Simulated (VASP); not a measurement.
# WS2 (C2/m) in VASP: further runs

Runs on WS2. Level: PBE+D3(BJ). Tasks: single point.

Program: VASP 6.6.1. These are calculated values, not measurements. Logs are shortened: lines on timing, memory, paths and dates and some standing lists are left out, and cuts for length are marked.

### Step 1. The cell of the first run

It takes space group C2/m (No. 12, monoclinic). Conventional cell: a = 5.463 Å, b = 3.154 Å, c = 12.216 Å, α = 90.00°, β = 96.42°, γ = 90.00°. W (site symmetry m) has 6 S at 2.41 Å and 6 W at 3.15 Å within 3.2 Å. S (site symmetry m) has 3 W at 2.41 Å and 7 S at 3.15 Å within 3.2 Å. S (site symmetry m) has 3 W at 2.41 Å and 7 S at 3.15 Å within 3.2 Å.

### Step 2. Single point, PBE+D3(BJ)

INCAR reads:

```
SYSTEM = WS2
PREC     = Accurate       ! precision mode
ENCUT    = 520            ! plane-wave cutoff, eV
EDIFF    = 1E-6           ! SCF threshold, eV
ISMEAR   = 0              ! smearing method
SIGMA    = 0.05           ! smearing width, eV
LREAL    = .False.        ! projectors in reciprocal space
LASPH    = .True.         ! aspherical terms in the spheres
NELM     = 80             ! most SCF steps
ALGO     = Normal         ! electronic algorithm
ISIF     = 2              ! what is computed and relaxed
LWAVE    = .False.        ! write WAVECAR
LCHARG   = .False.        ! write CHGCAR
GGA      = PE             ! functional
IVDW     = 12             ! dispersion correction
NBANDS   = 35             ! bands
```

KPOINTS reads:

```
Automatic mesh
0
Gamma
  10 10 3
  0 0 0
```

POSCAR reads:

```
WS2
1.0
   -3.1542061832      0.0000000000      0.0000000000
   -1.5771030916     -2.7316226834      0.0000000000
   -1.1828273187     -0.6829056709     12.1399091344
W S
2 4
Direct
    0.2708333333      0.2708333333      0.2500000000
    0.4791666667      0.4791666667      0.7500000000
    0.1782614782      0.1782614782      0.6202874207
    0.6365948115      0.6365948115      0.1202874207
    0.1134051885      0.1134051885      0.8797125793
    0.5717385218      0.5717385218      0.3797125793
```

Potentials or basis: VASP PAW PBE potentials, release 64 (W_sv, S).

On the command line:

```bash
cat potpaw_PBE.64/W_sv/POTCAR potpaw_PBE.64/S/POTCAR > POTCAR
mpirun -np 1 vasp_std > vasp.out
```

OUTCAR:

```text
SYSTEM = WS2
   PREC = Accurate
   ENCUT = 520
   EDIFF = 1E-6
   ISMEAR = 0
   LREAL = .False.
   LASPH = .True.
   NELM = 80
   ISIF = 2
   GGA = PE
   IVDW = 12
 IVDW          = 12

 ion  position               nearest neighbor table
   1  0.271  0.271  0.250-   4 2.41   4 2.41   6 2.41   6 2.41   6 2.41   4 2.41
   2  0.479  0.479  0.750-   5 2.41   5 2.41   3 2.41   3 2.41   3 2.41   5 2.41
   3  0.178  0.178  0.620-   2 2.41   2 2.41   2 2.41
   4  0.637  0.637  0.120-   1 2.41   1 2.41   1 2.41
   5  0.113  0.113  0.880-   2 2.41   2 2.41   2 2.41
   6  0.572  0.572  0.380-   1 2.41   1 2.41   1 2.41

  LATTYP: Found a base centered monoclinic cell.
 ALAT       =     5.4632453668
 B/A-ratio  =     0.5773502692
 C/A-ratio  =     2.2361247997
 COS(beta)  =    -0.1118005578

  Lattice vectors:

 A1 = (   3.1542061832,   0.0000000000,   0.0000000000)
 A2 = (   1.5771030916,   2.7316226834,   0.0000000000)
 A3 = (  -1.1828273187,  -0.6829056709,  12.1399091344)

Analysis of symmetry for initial positions (statically):
=====================================================================
 Subroutine PRICEL returns:
 Original cell was already a primitive cell.

 Routine SETGRP: Setting up the symmetry group for a
 base centered monoclinic supercell.

 Subroutine GETGRP returns: Found  4 space group operations
 (whereof  2 operations were pure point group operations)
 out of a pool of  4 trial point group operations.

The static configuration has the point symmetry C_1h.
 The point group associated with its full space group is C_2h.

Analysis of symmetry for dynamics (positions and initial velocities):
=====================================================================
 Subroutine PRICEL returns:
 Original cell was already a primitive cell.

 Routine SETGRP: Setting up the symmetry group for a
 base centered monoclinic supercell.

 Subroutine GETGRP returns: Found  4 space group operations
 (whereof  2 operations were pure point group operations)
 out of a pool of  4 trial point group operations.

The dynamic configuration has the point symmetry C_1h.
 The point group associated with its full space group is C_2h.

 Subroutine INISYM returns: Found  4 space group operations
 (whereof  2 operations are pure point group operations),
 and found     1 'primitive' translations

----------------------------------------------------------------------------------------

                                     Primitive cell

  volume of cell :     104.5987

  direct lattice vectors                    reciprocal lattice vectors
    -3.154206183  0.000000000  0.000000000    -0.317036979  0.183041385 -0.020593235
    -1.577103092 -2.731622683  0.000000000     0.000000000 -0.366082771 -0.020593235
    -1.182827319 -0.682905671 12.139909134     0.000000000  0.000000000  0.082372939

  length of vectors
     3.154206183  3.154206183 12.216498451     0.366661528  0.366661528  0.082372939

  position of ions in fractional coordinates (direct lattice)
     0.270833333  0.270833333  0.250000000
     0.479166667  0.479166667  0.750000000
     0.178261478  0.178261478  0.620287421
     0.636594811  0.636594811  0.120287421
     0.113405189  0.113405189  0.879712579
     0.571738522  0.571738522  0.379712579

  ion indices of the primitive-cell ions
   primitive index   ion index
                 1           1
                 2           2
                 3           3
                 4           4
                 5           5
                 6           6

----------------------------------------------------------------------------------------

 KPOINTS: Automatic mesh

Automatic generation of k-mesh.
 Grid dimensions read from file:
 generate k-points for:   10   10    3

 Generating k-lattice:

  Cartesian coordinates                     Fractional coordinates (reciprocal lattice)
    -0.031703698  0.018304139 -0.002059323     0.100000000 -0.000000000 -0.000000000
     0.000000000 -0.036608277 -0.002059323     0.000000000  0.100000000  0.000000000
     0.000000000  0.000000000  0.027457646     0.000000000  0.000000000  0.333333333

  Length of vectors
     0.036666153  0.036666153  0.027457646

  Shift w.r.t. Gamma in fractional coordinates (k-lattice)
     0.000000000  0.000000000  0.000000000

 Subroutine IBZKPT returns following result:
 ===========================================

 Found     86 irreducible k-points:

 Following reciprocal coordinates:
            Coordinates               Weight
  0.000000  0.000000  0.000000      1.000000
  0.100000  0.000000 -0.000000      4.000000
  0.200000  0.000000 -0.000000      4.000000
  0.300000  0.000000 -0.000000      4.000000
  0.400000  0.000000 -0.000000      4.000000
  0.500000 -0.000000 -0.000000      2.000000
[... 16 lines left out ...]
  0.300000  0.300000  0.000000      2.000000
  0.400000  0.300000  0.000000      4.000000
 [... further k-points ...]
   k-points           NKPTS =     86   k-points in BZ     NKDIM =     86   number of bands    NBANDS=     35
   number of dos      NEDOS =    301   number of ions     NIONS =      6
   total plane-waves  NPLWV =  55296
   dimension x,y,z NGX =    24 NGY =   24 NGZ =   96
   dimension x,y,z NGXF=    48 NGYF=   48 NGZF=  192
   ions per type =               2   4
   NGX,Y,Z   is equivalent  to a cutoff of  12.65, 12.65, 13.06 a.u.
   NGXF,Y,Z  is equivalent  to a cutoff of  25.30, 25.30, 26.13 a.u.
 SYSTEM =  WS2
   PREC   = accura    normal or accurate (medium, high low for compatibility)
   ISTART =      0    job   : 0-new  1-cont  2-samecut
   ICHARG =      2    charge: 1-file 2-atom 10-const
   ISPIN  =      1    spin polarized calculation?
   LNONCOLLINEAR =      F non collinear calculations
   LSORBIT =      F    spin-orbit coupling
   LASPH  =      T    aspherical Exc in radial PAW
   ENCUT  =  520.0 eV  38.22 Ry    6.18 a.u.   5.86  5.86 22.71*2*pi/ulx,y,z
   NELM   =     80;   NELMIN=  2; NELMDL= -5     # of ELM steps
   EDIFF  = 0.1E-05   stopping-criterion for ELM
   LREAL  =      F    real-space projection
   EDIFFG = 0.1E-04   stopping-criterion for IOM
   NSW    =      0    number of steps for IOM
   IBRION =     -1    ionic relax: 0-MD 1-quasi-New 2-CG
   NFREE  =      0    steps in history (QN), initial steepest desc. (CG)
   ISIF   =      2    stress and relaxation
   ISYM   =      2    0-nonsym 1-usesym 2-fastsym
   POTIM  = 0.5000    time-step for ionic-motion
   TEBEG  =    0.0;   TEEND  =   0.0 temperature during run
   PSTRESS=    0.0 pullay stress
   NELECT =      52.0000    total number of electrons
   NUPDOWN=      -1.0000    fix difference up-down
   EMIN   =  10.00;   EMAX   =-10.00  energy-range for DOS
   EFERMI =   0.00;   METHOD = LEGACY
   ISMEAR =     0;   SIGMA  =   0.05  broadening in eV -4-tet -1-fermi 0-gaus
   EFERMI_NEDOS =   21; number of points for ismear=-14 and -15
   IALGO  =     38    algorithm
   IMIX   =      4    mixing-type and parameters
     AMIX     =   0.40;   BMIX     =  1.00
     AMIX_MAG =   1.60;   BMIX_MAG =  1.00
  volume/ion in A,a.u.               =      17.43       117.64
  Fermi-wavevector in a.u.,A,eV,Ry     =   1.296882  2.450752 22.883686  1.681903
  Thomas-Fermi vector in A             =   2.428310
   LORBIT       =      0    0 simple, 1 ext, 2 COOP (PROOUT), +10 PAW based schemes
   GGA     = PE    functional components
   LHFCALC =     F    Hartree Fock is set to
   AEXX    =    0.0000 exact exchange contribution
   IVDW    =    12    specifies the selected vdW correction
   LEPSILON=     F    determine dielectric tensor
   LRPA    =     F    only Hartree local field effects (RPA)
 non-spin polarized calculation
 Gauss-broadening in eV      SIGMA  =   0.05
  energy-cutoff  :      520.00
  volume of cell :      104.60
 maximum number of plane-waves:      2834
   NGX = 11   NGY = 11   NGZ = 45

 number of electron      51.9999990 magnetization

 Free energy of the ion-electron system (eV)
  ---------------------------------------------------
  ext. energy  EPLUGINS =         0.00000000
  ---------------------------------------------------
  free energy    TOTEN  =       -47.15783291 eV

  energy without entropy =      -47.15783291  energy(sigma->0) =      -47.15783291

 E-fermi :   8.0514     XC(G=0): -11.0751

 val. band max:        7.7631157792   @ k =   0.0000   0.0000   0.0000
 cond. band min:       8.7158574010   @ k =  -0.2000   0.2000   0.0000
 fundamental gap:      0.9527416217
 Fermi energy:         8.0513525122

 k-point     1 :       0.0000    0.0000    0.0000
  band No.  band energies     occupation
      1     -66.9136      2.00000
      2     -66.9136      2.00000
      3     -31.1730      2.00000
      4     -31.1730      2.00000
      5     -30.9925      2.00000
      6     -30.9925      2.00000
[... 27 lines left out ...]
     34      10.2695      0.00000
     35      12.4910      0.00000

 k-point     2 :       0.1000    0.0000   -0.0000
  band No.  band energies     occupation
      1     -66.9117      2.00000
      2     -66.9117      2.00000
      3     -31.1666      2.00000
      4     -31.1665      2.00000
      5     -31.0278      2.00000
      6     -31.0278      2.00000
[... 27 lines left out ...]
     34      10.3515      0.00000
     35      13.2399      0.00000

 k-point     3 :       0.2000    0.0000   -0.0000
  band No.  band energies     occupation
      1     -66.9070      2.00000
      2     -66.9070      2.00000
      3     -31.1497      2.00000
      4     -31.1497      2.00000
      5     -31.1201      2.00000
      6     -31.1201      2.00000
[... 27 lines left out ...]
     34      10.9791      0.00000
     35      14.3997      0.00000
[... 723 lines left out ...]
 k-point    23 :       0.3000    0.3000    0.0000
  band No.  band energies     occupation
      1     -66.9011      2.00000
      2     -66.9011      2.00000
      3     -31.2328      2.00000
      4     -31.2328      2.00000
      5     -31.1287      2.00000
      6     -31.1287      2.00000
[... 27 lines left out ...]
     34      11.6616      0.00000
     35      13.9203      0.00000

 k-point    24 :       0.4000    0.3000    0.0000
  band No.  band energies     occupation
      1     -66.8978      2.00000
      2     -66.8978      2.00000
      3     -31.2797      2.00000
      4     -31.2797      2.00000
      5     -31.1170      2.00000
      6     -31.1170      2.00000
[... 27 lines left out ...]
     34      11.9774      0.00000
     35      13.7445      0.00000

 [... further k-points ...]

------------------------ aborting loop because EDIFF is reached ----------------------------------------

 Edisp (eV)   -2.61118

 E8    (eV) :    -1.0975

  FORCE on cell =-STRESS in cart. coord.  units (eV):
  Direction    XX          YY          ZZ          XY          YZ          ZX
  --------------------------------------------------------------------------------------
  -------------------------------------------------------------------------------------
  Total       0.07559     0.18482     0.08633    -0.09460    -0.03599    -0.06234
  in kB       1.15787     2.83103     1.32238    -1.44900    -0.55127    -0.95482
  external pressure =        1.77 kB  Pullay stress =        0.00 kB

 VOLUME and BASIS-vectors are now :
 -----------------------------------------------------------------------------
  energy-cutoff  :      520.00
  volume of cell :      104.60
      direct lattice vectors                 reciprocal lattice vectors
    -3.154206183  0.000000000  0.000000000    -0.317036979  0.183041385 -0.020593235
    -1.577103092 -2.731622683  0.000000000     0.000000000 -0.366082771 -0.020593235
    -1.182827319 -0.682905671 12.139909134     0.000000000  0.000000000  0.082372939

 POSITION                                       TOTAL-FORCE (eV/Angst)
 -----------------------------------------------------------------------------------
     -1.57710     -0.91054      3.03498         0.005620      0.003245     -0.034114
     -3.15421     -1.82108      9.10493        -0.005620     -0.003245      0.034114
     -1.57710     -0.91054      7.53023         0.004377      0.002527     -0.011124
     -3.15421     -1.82108      1.46028        -0.019209     -0.011090      0.079060
     -1.57710     -0.91054     10.67963         0.019209      0.011090     -0.079060
     -3.15421     -1.82108      4.60968        -0.004377     -0.002527      0.011124
 -----------------------------------------------------------------------------------
    total drift:                                0.000000      0.000000      0.000000

  FREE ENERGIE OF THE ION-ELECTRON SYSTEM (eV)
  ---------------------------------------------------
  free  energy   TOTEN  =       -49.7690124914 eV

  energy  without entropy=      -49.7690124914  energy(sigma->0) =      -49.76901249
```

Run time: 6.2 min. Hardware: 1 thread of Intel Xeon 8259CL, shared host; peak memory 0.4 GiB.

Results:

```yaml
Free_energy: -49.7690 eV
Pressure: 0.2 GPa
Largest_force: 0.082 eV/Å
Band_gap_on_the_k_mesh: 0.95 eV (least direct gap 2.15 eV)
Dispersion_energy_per_atom: -0.435 eV
```

Forces on the atoms (eV/Å):
```
W    0.006  0.003 -0.034
W   -0.006 -0.003  0.034
S    0.004  0.003 -0.011
S   -0.019 -0.011  0.079
S    0.019  0.011 -0.079
S   -0.004 -0.003  0.011
```

Caveat: spin-orbit coupling is left out, which moves the levels of the heavy elements; an odd mesh through Γ misses points on the zone boundary, where band edges can lie.

### Step 3. Single point, PBE+D3(BJ)

INCAR reads:

```
SYSTEM = WS2
ALGO = Normal ; EDIFF = 1E-6
ENCUT = 520 ; GGA = PE
ISIF = 2 ; ISMEAR = 0
IVDW = 12 ; LASPH = .TRUE.
LCHARG = .FALSE. ; LREAL = .FALSE.
LWAVE = .FALSE. ; NBANDS = 35
NELM = 60 ; PREC = Accurate
SIGMA = 0.05
```

KPOINTS reads:

```
k-points
0
G
  10 10 3
  0 0 0
```

POSCAR reads:

```
WS2
1.0
   -3.1542061832      0.0000000000      0.0000000000
   -1.5771030916     -2.7316226834      0.0000000000
   -1.9715365748     -1.1382671722     12.1399091344
W S
2 4
Direct
    0.2291583333      0.2291583333      0.2500000000
    0.3541416667      0.3541416667      0.7500000000
    0.0748595651      0.0748595651      0.6202874207
    0.6165428985      0.6165428985      0.1202874207
   -0.0332428985     -0.0332428985      0.8797125793
    0.5084404349      0.5084404349      0.3797125793
```

Potentials or basis: VASP PAW PBE potentials, release 64 (W_sv, S).

On the command line:

```bash
cat potpaw_PBE.64/W_sv/POTCAR potpaw_PBE.64/S/POTCAR > POTCAR
mpirun -np 1 vasp_std > vasp.out
```

It took 5.7 min on 1 thread of Intel Xeon 8259CL, shared host; peak memory 0.4 GiB.

The run converged. Its results:

```
Free energy                : -49.7576 eV
Pressure                   : 0.2 GPa
Largest force              : 0.133 eV/Å
Band gap on the k mesh     : 0.97 eV (least direct gap 2.17 eV)
Dispersion energy per atom : -0.435 eV
```

Forces on the atoms (eV/Å):
```
W    0.012  0.007 -0.031
W   -0.012 -0.007  0.031
S   -0.002 -0.001 -0.012
S    0.066  0.038  0.109
S   -0.066 -0.038 -0.109
S    0.002  0.001  0.012
```

Stress tensor (GPa, compression positive):
```
0.30 0.16 0.44
0.16 0.11 0.25
0.44 0.25 0.29
```

Levels at points of the mesh, in eV from the valence-band top:
```tsv
k point	band 22	band 23	band 24	band 25	band 26	band 27	band 28	band 29	band 30	band 31
(0.00, 0.00, 0.00)	-2.26	-2.24	-1.45	-1.34	0.00	2.17	2.20	2.26	2.26	2.28
(0.50, 0.00, 0.00)	-2.49	-1.96	-1.94	-1.86	-1.45	2.27	2.28	2.60	2.65	3.03
(0.50, 0.50, 0.00)	-2.91	-2.06	-1.81	-1.68	-1.67	2.25	2.31	2.64	2.77	3.26
```

Caveat: spin-orbit coupling is left out, which moves the levels of the heavy elements; an odd mesh through Γ misses points on the zone boundary, where band edges can lie.

(Continued in part 2 of 2.)
